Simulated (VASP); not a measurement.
# BaHgI4: single point with PBE

The system is BaHgI4.

```
Ba Hg I
1.0
     0.32246   -4.98612   -0.39632
    -7.47779    0.51113   -0.19052
    -0.18342   -0.68224   -8.76613
Ba Hg I
1 1 4
Direct
  0.48804 0.97023 0.50956
  0.03133 0.04720 0.05210
  0.90327 0.70212 0.63707
  0.39461 0.24533 0.83001
  0.59686 0.78736 0.13843
  0.08588 0.24776 0.33283
```

```json
{"Program": "VASP 6.6.1", "Task": "single point", "Functional": "PBE", "Potentials or basis": "VASP PAW PBE potentials, release 64 (Ba_sv, Hg, I)", "Cutoff": "520 eV", "k mesh": "4 × 2 × 2", "Occupations": "gaussian, width 0.1 eV", "Spin": "no spin polarisation", "Dipole correction": "no", "Further INCAR settings": "ALGO = Normal; EDIFF = 1e-07; NBANDS = 34"}
```

The pressure is 0.2 GPa, the largest force is 0.058 eV/Å and the band gap on the k mesh is 2.08 eV (least direct gap 2.11 eV).

Forces on the atoms (eV/Å):
```
Ba  -0.013  0.002 -0.003
Hg   0.001 -0.006  0.001
I    0.051  0.010 -0.025
I   -0.032 -0.020  0.011
I    0.036  0.024  0.015
I   -0.044 -0.011  0.000
```

Levels at points of the mesh, in eV from the valence-band top:
```csv
k point,band 22,band 23,band 24,band 25,band 26,band 27,band 28,band 29
"(0.00, 0.00, 0.00)",-0.39,-0.27,-0.12,-0.03,2.08,4.09,4.27,4.80
"(0.50, 0.00, 0.00)",-0.57,-0.47,-0.33,-0.11,2.47,4.23,4.57,4.93
"(0.00, 0.50, 0.00)",-0.37,-0.27,-0.23,-0.03,2.21,4.11,4.32,4.94
"(0.50, 0.50, 0.00)",-0.55,-0.38,-0.27,0.00,2.45,4.51,4.54,5.10
"(0.00, 0.00, 0.50)",-0.52,-0.28,-0.24,-0.05,2.40,3.95,4.48,4.89
"(0.50, 0.00, 0.50)",-0.62,-0.49,-0.36,-0.09,2.37,4.31,4.43,4.96
"(0.00, 0.50, 0.50)",-0.51,-0.27,-0.25,-0.12,2.44,4.06,4.36,4.92
"(0.50, 0.50, 0.50)",-0.53,-0.49,-0.26,-0.09,2.35,4.39,4.60,4.90
```

Run time: 3.2 min on 1 thread of AMD EPYC 7R43 64-Core Processor (Zen 3), with other jobs on the host, peak memory 0.43 GiB.

Caveat: the k points lie up to 0.42 Å⁻¹ apart; spin-orbit coupling is left out, which moves the levels of the heavy elements. A k mesh can miss the band edges.
